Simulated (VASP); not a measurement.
# KI (rocksalt type) (Imm2) in VASP: single point with PBE

Aim: the single point of KI (rocksalt type) with PBE.

Everything below comes from runs of VASP 6.6.1. Logs are shortened: lines on timing, memory, paths and dates and some standing lists are left out, and cuts for length are marked.

### 1 The cell of the first run

Symmetry: Imm2, No. 44, orthorhombic system. The conventional cell has a = 5.077 Å, b = 7.180 Å, c = 5.077 Å, α = 90.00°, β = 90.00°, γ = 90.00°. K (site symmetry mm2) has 6 I at 3.55 to 3.63 Å within 4.7 Å. I (site symmetry mm2) has 6 K at 3.55 to 3.63 Å within 4.7 Å.

### 2 Single point, PBE (atom 1 (K) moved by [0.035355, 0.035355, 0.0] A)

INCAR reads:

```
SYSTEM = KI
PREC = Accurate
ENCUT = 520
EDIFF = 1E-6
ISMEAR = -1
SIGMA = 0.03
LREAL = .False.
LASPH = .True.
NELM = 100
ALGO = Normal
ISIF = 2
LWAVE = .False.
LCHARG = .False.
GGA = PE
NBANDS = 15
```

KPOINTS reads:

```
Automatic mesh
0
Gamma
  10 10 10
  0 0 0
```

POSCAR reads:

```
KI
1.0
    0.0000000000      3.5900284935      3.5900284935
    3.5900284935      0.0000000000      3.5900284935
    3.5900284935      3.5900284935      0.0000000000
K I
1 1
Direct
    0.0000000000      0.0000000000      0.0098481113
    0.5000000000      0.5000000000      0.5000000000
```

Potentials or basis: VASP PAW PBE potentials, release 64 (K_sv, I).

On the command line:

```
$ cat potpaw_PBE.64/K_sv/POTCAR potpaw_PBE.64/I/POTCAR > POTCAR
$ mpirun -np 1 vasp_std > vasp.out
```

OUTCAR:

```text
SYSTEM = KI
   PREC = Accurate
   ENCUT = 520
   EDIFF = 1E-6
   ISMEAR = -1
   LREAL = .False.
   LASPH = .True.
   NELM = 100
   ISIF = 2
   GGA = PE

 ion  position               nearest neighbor table
   1  0.000  0.000  0.010-   2 3.55   2 3.55   2 3.59   2 3.59   2 3.63   2 3.63
   2  0.500  0.500  0.500-   1 3.55   1 3.55   1 3.59   1 3.59   1 3.63   1 3.63

  LATTYP: Found a face centered cubic cell.
 ALAT       =     7.1800569870

  Lattice vectors:

 A1 = (   0.0000000000,   3.5900284935,   3.5900284935)
 A2 = (   3.5900284935,   0.0000000000,   3.5900284935)
 A3 = (   3.5900284935,   3.5900284935,   0.0000000000)

Analysis of symmetry for initial positions (statically):
=====================================================================
 Subroutine PRICEL returns:
 Original cell was already a primitive cell.

 Routine SETGRP: Setting up the symmetry group for a
 face centered cubic supercell.

 Subroutine GETGRP returns: Found  4 space group operations
 (whereof  4 operations were pure point group operations)
 out of a pool of 48 trial point group operations.

The static configuration has the point symmetry C_2v.

Analysis of symmetry for dynamics (positions and initial velocities):
=====================================================================
 Subroutine PRICEL returns:
 Original cell was already a primitive cell.

 Routine SETGRP: Setting up the symmetry group for a
 face centered cubic supercell.

 Subroutine GETGRP returns: Found  4 space group operations
 (whereof  4 operations were pure point group operations)
 out of a pool of 48 trial point group operations.

The dynamic configuration has the point symmetry C_2v.

 Subroutine INISYM returns: Found  4 space group operations
 (whereof  4 operations are pure point group operations),
 and found     1 'primitive' translations

----------------------------------------------------------------------------------------

                                     Primitive cell

  volume of cell :      92.5388

  direct lattice vectors                    reciprocal lattice vectors
     0.000000000  3.590028494  3.590028494    -0.139274661  0.139274661  0.139274661
     3.590028494  0.000000000  3.590028494     0.139274661 -0.139274661  0.139274661
     3.590028494  3.590028494  0.000000000     0.139274661  0.139274661 -0.139274661

  length of vectors
     5.077066985  5.077066985  5.077066985     0.241230788  0.241230788  0.241230788

  position of ions in fractional coordinates (direct lattice)
     0.000000000  0.000000000  0.009848111
     0.500000000  0.500000000  0.500000000

  ion indices of the primitive-cell ions
   primitive index   ion index
                 1           1
                 2           2

----------------------------------------------------------------------------------------

 KPOINTS: Automatic mesh

Automatic generation of k-mesh.
 Grid dimensions read from file:
 generate k-points for:   10   10   10

 Generating k-lattice:

  Cartesian coordinates                     Fractional coordinates (reciprocal lattice)
    -0.013927466  0.013927466  0.013927466     0.100000000  0.000000000  0.000000000
     0.013927466 -0.013927466  0.013927466     0.000000000  0.100000000  0.000000000
     0.013927466  0.013927466 -0.013927466     0.000000000  0.000000000  0.100000000

  Length of vectors
     0.024123079  0.024123079  0.024123079

  Shift w.r.t. Gamma in fractional coordinates (k-lattice)
     0.000000000  0.000000000  0.000000000

 Subroutine IBZKPT returns following result:
 ===========================================

 Found    171 irreducible k-points:

 Following reciprocal coordinates:
            Coordinates               Weight
  0.000000  0.000000  0.000000      1.000000
  0.100000  0.000000  0.000000      4.000000
  0.000000  0.000000  0.100000      4.000000
  0.200000  0.000000  0.000000      4.000000
  0.000000  0.000000  0.200000      4.000000
  0.300000  0.000000  0.000000      4.000000
[... 16 lines left out ...]
  0.000000  0.400000  0.100000      8.000000
  0.100000  0.000000  0.400000      8.000000
 [... further k-points ...]
   k-points           NKPTS =    171   k-points in BZ     NKDIM =    171   number of bands    NBANDS=     15
   number of dos      NEDOS =    301   number of ions     NIONS =      2
   total plane-waves  NPLWV =  64000
   dimension x,y,z NGX =    40 NGY =   40 NGZ =   40
   dimension x,y,z NGXF=    80 NGYF=   80 NGZF=   80
   ions per type =               1   1
   NGX,Y,Z   is equivalent  to a cutoff of  13.10, 13.10, 13.10 a.u.
   NGXF,Y,Z  is equivalent  to a cutoff of  26.20, 26.20, 26.20 a.u.
 SYSTEM =  KI
   PREC   = accura    normal or accurate (medium, high low for compatibility)
   ISTART =      0    job   : 0-new  1-cont  2-samecut
   ICHARG =      2    charge: 1-file 2-atom 10-const
   ISPIN  =      1    spin polarized calculation?
   LNONCOLLINEAR =      F non collinear calculations
   LSORBIT =      F    spin-orbit coupling
   LASPH  =      T    aspherical Exc in radial PAW
   ENCUT  =  520.0 eV  38.22 Ry    6.18 a.u.   9.44  9.44  9.44*2*pi/ulx,y,z
   NELM   =    100;   NELMIN=  2; NELMDL= -5     # of ELM steps
   EDIFF  = 0.1E-05   stopping-criterion for ELM
   LREAL  =      F    real-space projection
   EDIFFG = 0.1E-04   stopping-criterion for IOM
   NSW    =      0    number of steps for IOM
   IBRION =     -1    ionic relax: 0-MD 1-quasi-New 2-CG
   NFREE  =      0    steps in history (QN), initial steepest desc. (CG)
   ISIF   =      2    stress and relaxation
   ISYM   =      2    0-nonsym 1-usesym 2-fastsym
   POTIM  = 0.5000    time-step for ionic-motion
   TEBEG  =    0.0;   TEEND  =   0.0 temperature during run
   PSTRESS=    0.0 pullay stress
   NELECT =      16.0000    total number of electrons
   NUPDOWN=      -1.0000    fix difference up-down
   EMIN   =  10.00;   EMAX   =-10.00  energy-range for DOS
   EFERMI =   0.00;   METHOD = LEGACY
   ISMEAR =    -1;   SIGMA  =   0.03  broadening in eV -4-tet -1-fermi 0-gaus
   EFERMI_NEDOS =   21; number of points for ismear=-14 and -15
   IALGO  =     38    algorithm
   IMIX   =      4    mixing-type and parameters
     AMIX     =   0.40;   BMIX     =  1.00
     AMIX_MAG =   1.60;   BMIX_MAG =  1.00
  volume/ion in A,a.u.               =      46.27       312.24
  Fermi-wavevector in a.u.,A,eV,Ry     =   0.912025  1.723478 11.317194  0.831790
  Thomas-Fermi vector in A             =   2.036373
   LORBIT       =      0    0 simple, 1 ext, 2 COOP (PROOUT), +10 PAW based schemes
   GGA     = PE    functional components
   LHFCALC =     F    Hartree Fock is set to
   AEXX    =    0.0000 exact exchange contribution
   IVDW    =     0    specifies the selected vdW correction
   LEPSILON=     F    determine dielectric tensor
   LRPA    =     F    only Hartree local field effects (RPA)
 non-spin polarized calculation
  energy-cutoff  :      520.00
  volume of cell :       92.54
 maximum number of plane-waves:      2520
 NGX is ok and might be reduce to    40
   NGX = 19   NGY = 19   NGZ = 19

 number of electron      16.0000001 magnetization

 Free energy of the ion-electron system (eV)
  ---------------------------------------------------
  ext. energy  EPLUGINS =         0.00000000
  ---------------------------------------------------
  free energy    TOTEN  =        -5.56405814 eV

  energy without entropy =       -5.56405814  energy(sigma->0) =       -5.56405814

 E-fermi :  -0.0031     XC(G=0):  -6.9909

 val. band max:       -0.6577879621   @ k =   0.0000   0.0000   0.0000
 cond. band min:       3.1963077699   @ k =   0.0000   0.0000   0.0000
 fundamental gap:      3.8540957321
 Fermi energy:        -0.0030799925

 k-point     1 :       0.0000    0.0000    0.0000
  band No.  band energies     occupation
      1     -29.2473      2.00000
      2     -12.7294      2.00000
      3     -12.7292      2.00000
      4     -12.7291      2.00000
      5     -11.0906      2.00000
      6      -0.6582      2.00000
      7      -0.6579      2.00000
      8      -0.6578      2.00000
      9       3.1963      0.00000
     10       5.8540      0.00000
     11       5.8558      0.00000
     12       5.8574      0.00000
     13       6.5415      0.00000
     14       6.5432      0.00000
     15       9.0672      0.00000

 k-point     2 :       0.1000    0.0000    0.0000
  band No.  band energies     occupation
      1     -29.2472      2.00000
      2     -12.7409      2.00000
      3     -12.7295      2.00000
      4     -12.7293      2.00000
      5     -11.0688      2.00000
      6      -0.8151      2.00000
      7      -0.6888      2.00000
      8      -0.6884      2.00000
      9       3.4375      0.00000
     10       5.7953      0.00000
     11       5.9588      0.00000
     12       5.9611      0.00000
     13       6.6471      0.00000
     14       6.6497      0.00000
     15       9.3993      0.00000

 k-point     3 :       0.0000    0.0000    0.1000
  band No.  band energies     occupation
      1     -29.2472      2.00000
      2     -12.7409      2.00000
      3     -12.7294      2.00000
      4     -12.7294      2.00000
      5     -11.0688      2.00000
      6      -0.8147      2.00000
      7      -0.6890      2.00000
      8      -0.6886      2.00000
      9       3.4375      0.00000
     10       5.7982      0.00000
     11       5.9580      0.00000
     12       5.9603      0.00000
     13       6.6471      0.00000
     14       6.6482      0.00000
     15       9.3992      0.00000
[... 343 lines left out ...]
 k-point    23 :       0.0000    0.4000    0.1000
  band No.  band energies     occupation
      1     -29.2459      2.00000
      2     -12.8171      2.00000
      3     -12.7331      2.00000
      4     -12.7325      2.00000
      5     -10.9087      2.00000
      6      -1.6857      2.00000
      7      -0.9555      2.00000
      8      -0.9181      2.00000
      9       4.7997      0.00000
     10       6.1241      0.00000
     11       6.9550      0.00000
     12       7.1122      0.00000
     13       7.6574      0.00000
     14       7.8081      0.00000
     15       8.9536      0.00000

 k-point    24 :       0.1000    0.0000    0.4000
  band No.  band energies     occupation
      1     -29.2460      2.00000
      2     -12.8170      2.00000
      3     -12.7331      2.00000
      4     -12.7324      2.00000
      5     -10.9089      2.00000
      6      -1.6855      2.00000
      7      -0.9562      2.00000
      8      -0.9184      2.00000
      9       4.8003      0.00000
     10       6.1249      0.00000
     11       6.9627      0.00000
     12       7.1155      0.00000
     13       7.6496      0.00000
     14       7.8044      0.00000
     15       8.9517      0.00000

 [... further k-points ...]

------------------------ aborting loop because EDIFF is reached ----------------------------------------

  FORCE on cell =-STRESS in cart. coord.  units (eV):
  Direction    XX          YY          ZZ          XY          YZ          ZX
  --------------------------------------------------------------------------------------
  -------------------------------------------------------------------------------------
  Total        0.0288329      0.0288329      0.0200284     -0.0019021      0.0000000      0.0000000
  in kB        0.4992016      0.4992016      0.3467633     -0.0329322      0.0000000      0.0000000
  external PRESSURE =       0.4483888 kB  Pullay stress =       0.0000000 kB

 VOLUME and BASIS-vectors are now :
 -----------------------------------------------------------------------------
  energy-cutoff  :      520.00
  volume of cell :       92.54
      direct lattice vectors                 reciprocal lattice vectors
     0.000000000  3.590028494  3.590028494    -0.139274661  0.139274661  0.139274661
     3.590028494  0.000000000  3.590028494     0.139274661 -0.139274661  0.139274661
     3.590028494  3.590028494  0.000000000     0.139274661  0.139274661 -0.139274661

 POSITION                                       TOTAL-FORCE (eV/Angst)
 -----------------------------------------------------------------------------------
      0.03536      0.03536      0.00000        -0.030443     -0.030443     -0.000000
      3.59003      3.59003      3.59003         0.030443      0.030443      0.000000
 -----------------------------------------------------------------------------------
    total drift:                                0.000004      0.000004     -0.000000

  FREE ENERGIE OF THE ION-ELECTRON SYSTEM (eV)
  ---------------------------------------------------
  free  energy   TOTEN  =        -5.5640581411 eV

  energy  without entropy=       -5.5640581411  energy(sigma->0) =       -5.56405814
```

Wall time 5.2 min (1 thread of Intel Xeon 8259CL, shared host); peak memory 0.41 GiB.

What came out:

```
Free energy            : -5.5641 eV
Pressure               : 0.0 GPa
Largest force          : 0.043 eV/Å
Band gap on the k mesh : 3.85 eV
```

Forces on the atoms (eV/Å):
```
K   -0.030 -0.030  0.000
I    0.030  0.030  0.000
```

Caveat: the cell differs from its parent crystal (atom 1 (K) moved by [0.035355, 0.035355, 0.0] A); spin-orbit coupling is left out, which moves the levels of the heavy elements. A k mesh can miss the band edges.
